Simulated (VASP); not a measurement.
Input of a VASP 6.6.1 run:

INCAR

```
SYSTEM = Cu
PREC = Accurate
ENCUT = 700
EDIFF = 1E-6
ISMEAR = -1
SIGMA = 0.05
LREAL = .FALSE.
LASPH = .TRUE.
NELM = 120
ALGO = Normal
ISIF = 2
LWAVE = .FALSE.
LCHARG = .FALSE.
GGA = PE
NBANDS = 16
GGA_COMPAT = .FALSE.
```

Contents of KPOINTS:

```
Automatic mesh
0
G
  17 17 16
  0 0 0
```

POSCAR

```
Cu
1.0
    2.3556972693      0.0000000000      0.0000000000
   -1.1778486346      2.0400936788      0.0000000000
    0.0000000000      0.0000000000      2.2741440861
Cu
1
Direct
    0.0000000000      0.0000000000      0.0000000000
```

Potentials or basis: VASP PAW PBE potentials, release 64 (Cu_sv_GW).

Run with:

```bash
$ cat potpaw_PBE.64/Cu_sv_GW/POTCAR > POTCAR
$ mpirun -np 1 vasp_std > vasp.out
```

Problem. Predict the pressure.

Solution. 26.1 GPa.

Stress tensor (GPa, compression positive):
```
26.09  0.00  0.00
 0.00 26.09  0.00
 0.00  0.00 26.21
```
